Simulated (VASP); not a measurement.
# HfB (Fm-3m) in VASP: further runs

HfB is run at these levels: PBE; tasks: single point.

All numbers are computed with VASP 6.6.1; they aren't measurements. Logs are shortened: lines on timing, memory, paths and dates and some standing lists are left out, and cuts for length are marked.

## (1) The cell of the first run

It takes space group Fm-3m (No. 225, cubic). The conventional cell has a = 4.620 Å, b = 4.620 Å, c = 4.620 Å, α = 90.00°, β = 90.00°, γ = 90.00°. Within 3.1 Å of Hf (site symmetry m-3m) lie 6 B at 2.31 Å. B (site symmetry m-3m) has 6 Hf at 2.31 Å within 3.1 Å.

## (2) Single point, PBE

The input, INCAR:

```
SYSTEM = HfB
PREC = Accurate
ENCUT = 500
EDIFF = 1E-6
ISMEAR = 0
SIGMA = 0.011
LREAL = .FALSE.
LASPH = .TRUE.
NELM = 120
ALGO = Normal
ISIF = 2
LWAVE = .FALSE.
LCHARG = .TRUE.
GGA = PE
LELF = .TRUE.
LVHAR = .TRUE.
NBANDS = 14
GGA_COMPAT = .FALSE.
```

The input, KPOINTS:

```
Automatic mesh
0
G
  10 10 10
  0 0 0
```

The input, POSCAR:

```
HfB
1.0
    0.0000000000      2.3100000000      2.3100000000
    2.3100000000      0.0000000000      2.3100000000
    2.3100000000      2.3100000000      0.0000000000
Hf B
1 1
Direct
    0.5000000000      0.5000000000      0.5000000000
    0.0000000000      0.0000000000      0.0000000000
```

Potentials or basis: VASP PAW PBE potentials, release 64 (Hf_pv, B).

Launch:

```sh
$ cat potpaw_PBE.64/Hf_pv/POTCAR potpaw_PBE.64/B/POTCAR > POTCAR
$ mpirun -np 1 vasp_std > vasp.out
```

OUTCAR:

```text
SYSTEM = HfB
   PREC = Accurate
   ENCUT = 500
   EDIFF = 1E-6
   ISMEAR = 0
   LREAL = .FALSE.
   LASPH = .TRUE.
   NELM = 120
   ISIF = 2
   GGA = PE

 ion  position               nearest neighbor table
   1  0.500  0.500  0.500-   2 2.31   2 2.31   2 2.31   2 2.31   2 2.31   2 2.31
   2  0.000  0.000  0.000-   1 2.31   1 2.31   1 2.31   1 2.31   1 2.31   1 2.31

  LATTYP: Found a face centered cubic cell.
 ALAT       =     4.6200000000

  Lattice vectors:

 A1 = (   0.0000000000,   2.3100000000,   2.3100000000)
 A2 = (   2.3100000000,   0.0000000000,   2.3100000000)
 A3 = (   2.3100000000,   2.3100000000,   0.0000000000)

Analysis of symmetry for initial positions (statically):
=====================================================================
 Subroutine PRICEL returns:
 Original cell was already a primitive cell.

 Routine SETGRP: Setting up the symmetry group for a
 face centered cubic supercell.

 Subroutine GETGRP returns: Found 48 space group operations
 (whereof 48 operations were pure point group operations)
 out of a pool of 48 trial point group operations.

The static configuration has the point symmetry O_h .

Analysis of symmetry for dynamics (positions and initial velocities):
=====================================================================
 Subroutine PRICEL returns:
 Original cell was already a primitive cell.

 Routine SETGRP: Setting up the symmetry group for a
 face centered cubic supercell.

 Subroutine GETGRP returns: Found 48 space group operations
 (whereof 48 operations were pure point group operations)
 out of a pool of 48 trial point group operations.

The dynamic configuration has the point symmetry O_h .

 Subroutine INISYM returns: Found 48 space group operations
 (whereof 48 operations are pure point group operations),
 and found     1 'primitive' translations

----------------------------------------------------------------------------------------

                                     Primitive cell

  volume of cell :      24.6528

  direct lattice vectors                    reciprocal lattice vectors
     0.000000000  2.310000000  2.310000000    -0.216450216  0.216450216  0.216450216
     2.310000000  0.000000000  2.310000000     0.216450216 -0.216450216  0.216450216
     2.310000000  2.310000000  0.000000000     0.216450216  0.216450216 -0.216450216

  length of vectors
     3.266833329  3.266833329  3.266833329     0.374902772  0.374902772  0.374902772

  position of ions in fractional coordinates (direct lattice)
     0.500000000  0.500000000  0.500000000
     0.000000000  0.000000000  0.000000000

  ion indices of the primitive-cell ions
   primitive index   ion index
                 1           1
                 2           2

----------------------------------------------------------------------------------------

 KPOINTS: Automatic mesh

Automatic generation of k-mesh.
 Grid dimensions read from file:
 generate k-points for:   10   10   10

 Generating k-lattice:

  Cartesian coordinates                     Fractional coordinates (reciprocal lattice)
    -0.021645022  0.021645022  0.021645022     0.100000000  0.000000000  0.000000000
     0.021645022 -0.021645022  0.021645022     0.000000000  0.100000000  0.000000000
     0.021645022  0.021645022 -0.021645022     0.000000000  0.000000000  0.100000000

  Length of vectors
     0.037490277  0.037490277  0.037490277

  Shift w.r.t. Gamma in fractional coordinates (k-lattice)
     0.000000000  0.000000000  0.000000000

 Subroutine IBZKPT returns following result:
 ===========================================

 Found     47 irreducible k-points:

 Following reciprocal coordinates:
            Coordinates               Weight
  0.000000  0.000000  0.000000      1.000000
  0.100000  0.000000  0.000000      8.000000
  0.200000  0.000000  0.000000      8.000000
  0.300000  0.000000  0.000000      8.000000
  0.400000  0.000000  0.000000      8.000000
  0.500000  0.000000  0.000000      4.000000
[... 16 lines left out ...]
  0.300000  0.300000  0.000000      6.000000
  0.400000  0.300000  0.000000     24.000000
 [... further k-points ...]
   k-points           NKPTS =     47   k-points in BZ     NKDIM =     47   number of bands    NBANDS=     14
   number of dos      NEDOS =    301   number of ions     NIONS =      2
   total plane-waves  NPLWV =  13824
   dimension x,y,z NGX =    24 NGY =   24 NGZ =   24
   dimension x,y,z NGXF=    48 NGYF=   48 NGZF=   48
   ions per type =               1   1
   NGX,Y,Z   is equivalent  to a cutoff of  12.21, 12.21, 12.21 a.u.
   NGXF,Y,Z  is equivalent  to a cutoff of  24.43, 24.43, 24.43 a.u.
 SYSTEM =  HfB
   PREC   = accura    normal or accurate (medium, high low for compatibility)
   ISTART =      0    job   : 0-new  1-cont  2-samecut
   ICHARG =      2    charge: 1-file 2-atom 10-const
   ISPIN  =      1    spin polarized calculation?
   LNONCOLLINEAR =      F non collinear calculations
   LSORBIT =      F    spin-orbit coupling
   LASPH  =      T    aspherical Exc in radial PAW
   ENCUT  =  500.0 eV  36.75 Ry    6.06 a.u.   5.96  5.96  5.96*2*pi/ulx,y,z
   NELM   =    120;   NELMIN=  2; NELMDL= -5     # of ELM steps
   EDIFF  = 0.1E-05   stopping-criterion for ELM
   LREAL  =      F    real-space projection
   EDIFFG = 0.1E-04   stopping-criterion for IOM
   NSW    =      0    number of steps for IOM
   IBRION =     -1    ionic relax: 0-MD 1-quasi-New 2-CG
   NFREE  =      0    steps in history (QN), initial steepest desc. (CG)
   ISIF   =      2    stress and relaxation
   ISYM   =      2    0-nonsym 1-usesym 2-fastsym
   POTIM  = 0.5000    time-step for ionic-motion
   TEBEG  =    0.0;   TEEND  =   0.0 temperature during run
   PSTRESS=    0.0 pullay stress
   NELECT =      13.0000    total number of electrons
   NUPDOWN=      -1.0000    fix difference up-down
   EMIN   =  10.00;   EMAX   =-10.00  energy-range for DOS
   EFERMI =   0.00;   METHOD = LEGACY
   ISMEAR =     0;   SIGMA  =   0.01  broadening in eV -4-tet -1-fermi 0-gaus
   EFERMI_NEDOS =   21; number of points for ismear=-14 and -15
   IALGO  =     38    algorithm
   IMIX   =      4    mixing-type and parameters
     AMIX     =   0.40;   BMIX     =  1.00
     AMIX_MAG =   1.60;   BMIX_MAG =  1.00
  volume/ion in A,a.u.               =      12.33        83.18
  Fermi-wavevector in a.u.,A,eV,Ry     =   1.322617  2.499383 23.800871  1.749315
  Thomas-Fermi vector in A             =   2.452285
   LORBIT       =      0    0 simple, 1 ext, 2 COOP (PROOUT), +10 PAW based schemes
   GGA     = PE    functional components
   LHFCALC =     F    Hartree Fock is set to
   AEXX    =    0.0000 exact exchange contribution
   IVDW    =     0    specifies the selected vdW correction
   LEPSILON=     F    determine dielectric tensor
   LRPA    =     F    only Hartree local field effects (RPA)
 non-spin polarized calculation
 Gauss-broadening in eV      SIGMA  =   0.01
  energy-cutoff  :      500.00
  volume of cell :       24.65
 maximum number of plane-waves:       636
   NGX = 11   NGY = 11   NGZ = 11

 number of electron      13.0000002 magnetization

 Free energy of the ion-electron system (eV)
  ---------------------------------------------------
  ext. energy  EPLUGINS =         0.00000000
  ---------------------------------------------------
  free energy    TOTEN  =       -17.14254588 eV

  energy without entropy =      -17.14235690  energy(sigma->0) =      -17.14245139

 E-fermi :   5.1037     XC(G=0): -12.3045

 val. band max:        5.0806664815   @ k =  -0.2000   0.1000   0.0000
 cond. band min:       5.1111981931   @ k =   0.5000   0.3000   0.1000
 fundamental gap:      0.0305317116
 Fermi energy:         5.1036972746

 k-point     1 :       0.0000    0.0000    0.0000
  band No.  band energies     occupation
      1     -23.1632      2.00000
      2     -23.1632      2.00000
      3     -23.1632      2.00000
      4      -4.4552      2.00000
      5       7.3314      0.00000
      6       7.3314      0.00000
      7       7.3314      0.00000
      8       9.0649      0.00000
      9       9.0649      0.00000
     10       9.0649      0.00000
     11       9.3561      0.00000
     12       9.3561      0.00000
     13      16.8065      0.00000
     14      18.1246      0.00000

 k-point     2 :       0.1000    0.0000    0.0000
  band No.  band energies     occupation
      1     -23.2378      2.00000
      2     -23.1707      2.00000
      3     -23.1707      2.00000
      4      -4.1668      2.00000
      5       6.4145      0.00000
      6       6.9528      0.00000
      7       6.9528      0.00000
      8       8.0549      0.00000
      9       8.0549      0.00000
     10       9.5287      0.00000
     11      11.3257      0.00000
     12      11.3257      0.00000
     13      17.5404      0.00000
     14      18.4399      0.00000

 k-point     3 :       0.2000    0.0000    0.0000
  band No.  band energies     occupation
      1     -23.4280      2.00000
      2     -23.1903      2.00000
      3     -23.1903      2.00000
      4      -3.3606      2.00000
      5       4.8864      2.00000
      6       5.6582      0.00000
      7       5.6582      0.00000
      8       8.6424      0.00000
      9       8.6424      0.00000
     10      10.0331      0.00000
     11      13.7143      0.00000
     12      13.7143      0.00000
     13      18.8366      0.00000
     14      19.4478      0.00000

 k-point     4 :       0.3000    0.0000    0.0000
  band No.  band energies     occupation
      1     -23.6536      2.00000
      2     -23.2144      2.00000
      3     -23.2144      2.00000
      4      -2.1939      2.00000
      5       3.3865      2.00000
      6       4.6099      2.00000
      7       4.6099      2.00000
      8       9.7701      0.00000
      9       9.7701      0.00000
     10      10.5812      0.00000
     11      16.1794      0.00000
     12      16.1794      0.00000
     13      17.7525      0.00000
     14      20.3123      0.00000

 k-point     5 :       0.4000    0.0000    0.0000
  band No.  band energies     occupation
      1     -23.8293      2.00000
      2     -23.2337      2.00000
      3     -23.2337      2.00000
      4      -0.8790      2.00000
      5       2.0173      2.00000
      6       3.9645      2.00000
      7       3.9645      2.00000
      8      11.0283      0.00000
      9      11.0283      0.00000
     10      11.5195      0.00000
     11      15.3950      0.00000
[... 276 lines left out ...]
 k-point    22 :      -0.2000    0.2000    0.0000
  band No.  band energies     occupation
      1     -23.6131      2.00000
      2     -23.3630      2.00000
      3     -23.2066      2.00000
      4      -1.8179      2.00000
      5       3.1706      2.00000
      6       4.3881      2.00000
      7       4.4571      2.00000
      8       8.9730      0.00000
      9      11.4531      0.00000
     10      11.6344      0.00000
     11      13.4134      0.00000
     12      17.5539      0.00000
     13      18.2313      0.00000
     14      20.3165      0.00000

 k-point    23 :       0.3000    0.3000    0.0000
  band No.  band energies     occupation
      1     -23.6129      2.00000
      2     -23.3339      2.00000
      3     -23.3339      2.00000
      4      -1.9683      2.00000
      5       2.9854      2.00000
      6       4.8861      2.00000
      7       6.8100      0.00000
      8       6.8100      0.00000
      9      10.5761      0.00000
     10      12.9916      0.00000
     11      12.9916      0.00000
     12      16.6487      0.00000
     13      19.9916      0.00000
     14      20.4274      0.00000

 k-point    24 :       0.4000    0.3000    0.0000
  band No.  band energies     occupation
      1     -23.7076      2.00000
      2     -23.3842      2.00000
      3     -23.3613      2.00000
      4      -1.5104      2.00000
      5       2.9671      2.00000
      6       4.3496      2.00000
      7       6.4707      0.00000
      8       7.2875      0.00000
      9      11.4872      0.00000
     10      13.1158      0.00000
     11      13.3880      0.00000
     12      17.5911      0.00000
     13      18.0569      0.00000
     14      20.3481      0.00000

 [... further k-points ...]
[... 5 lines left out ...]
  --------------------------------------------------------------------------------------
  -------------------------------------------------------------------------------------
  Total        4.6411359      4.6411359      4.6411359     -0.0000000      0.0000000     -0.0000000
  in kB      301.6261128    301.6261128    301.6261128     -0.0000000      0.0000000     -0.0000000
  external PRESSURE =     301.6261128 kB  Pullay stress =       0.0000000 kB

 VOLUME and BASIS-vectors are now :
 -----------------------------------------------------------------------------
  energy-cutoff  :      500.00
  volume of cell :       24.65
      direct lattice vectors                 reciprocal lattice vectors
     0.000000000  2.310000000  2.310000000    -0.216450216  0.216450216  0.216450216
     2.310000000  0.000000000  2.310000000     0.216450216 -0.216450216  0.216450216
     2.310000000  2.310000000  0.000000000     0.216450216  0.216450216 -0.216450216

 POSITION                                       TOTAL-FORCE (eV/Angst)
 -----------------------------------------------------------------------------------
      2.31000      2.31000      2.31000        -0.000000      0.000000     -0.000000
      0.00000      0.00000      0.00000         0.000000     -0.000000      0.000000
 -----------------------------------------------------------------------------------
    total drift:                                0.000000     -0.000000      0.000000

  FREE ENERGIE OF THE ION-ELECTRON SYSTEM (eV)
  ---------------------------------------------------
  free  energy   TOTEN  =       -17.1425458758 eV

  energy  without entropy=      -17.1423568960  energy(sigma->0) =      -17.14245139
```

Run time: 7.7 s. Hardware: 1 thread of AMD EPYC 9R45 (Zen 5), shared host; peak memory 0.12 GiB.

What came out:

```
Free energy : -17.1425 eV
Pressure    : 30.2 GPa
```

Levels at points of the mesh, in eV from the Fermi level:
| k point | band 5 | band 6 | band 7 | band 8 | band 9 | band 10 |
| --- | --- | --- | --- | --- | --- | --- |
| (0.00, 0.00, 0.00) | 2.23 | 2.23 | 2.23 | 3.96 | 3.96 | 3.96 |
| (0.50, 0.00, 0.00) | -4.05 | -1.36 | -1.36 | 6.57 | 6.57 | 7.62 |
| (0.50, 0.50, 0.00) | -1.08 | -0.89 | 2.38 | 2.38 | 6.28 | 7.94 |

Caveat: spin-orbit coupling is left out, which moves the levels of the heavy elements.

## (3) Single point, PBE

This run uses another cell than the first one, of 12.08 Å³/atom, 0.980 times its volume.

The input, INCAR:

```
SYSTEM = HfB
ALGO = Normal
EDIFF = 1E-6
ENCUT = 520
GGA = PE
ISIF = 2
ISMEAR = -1
LASPH = .True.
LCHARG = .True.
LELF = .True.
LREAL = .False.
LVHAR = .True.
LWAVE = .False.
NBANDS = 14
NELM = 100
PREC = Accurate
SIGMA = 0.05
```

The input, KPOINTS:

```
k-points
0
Gamma
  10 10 10
  0 0 0
```

The input, POSCAR:

```
HfB
1.0
    0.0000000000      2.2944961772      2.2944961772
    2.2944961772      0.0000000000      2.2944961772
    2.2944961772      2.2944961772      0.0000000000
Hf B
1 1
Direct
    0.5000000000      0.5000000000      0.5000000000
    0.0000000000      0.0000000000      0.0000000000
```

Potentials or basis: VASP PAW PBE potentials, release 64 (Hf_pv, B).

Launch:

```sh
$ cat potpaw_PBE.64/Hf_pv/POTCAR potpaw_PBE.64/B/POTCAR > POTCAR
$ mpirun -np 1 vasp_std > vasp.out
```

It took 17 s on 1 thread of AMD EPYC 7R43 (Zen 3), shared host; peak memory 0.11 GiB.

The run converged. Its results:

```
Free energy : -17.0465 eV
Pressure    : 36.4 GPa
```

Levels at points of the mesh, in eV from the Fermi level:
| k point | band 3 | band 4 | band 5 | band 6 | band 7 | band 8 | band 9 | band 10 | band 11 | band 12 |
| --- | --- | --- | --- | --- | --- | --- | --- | --- | --- | --- |
| (0.00, 0.00, 0.00) | -28.17 | -9.62 | 2.24 | 2.24 | 2.24 | 4.03 | 4.03 | 4.03 | 4.33 | 4.33 |
| (0.50, 0.00, 0.00) | -28.25 | -5.07 | -3.97 | -1.39 | -1.39 | 6.70 | 6.70 | 7.79 | 8.59 | 14.24 |
| (0.50, 0.50, 0.00) | -28.45 | -6.78 | -1.14 | -0.82 | 2.46 | 2.46 | 6.41 | 8.12 | 8.12 | 9.73 |

Caveat: spin-orbit coupling is left out, which moves the levels of the heavy elements.

(Continued in part 2 of 2.)
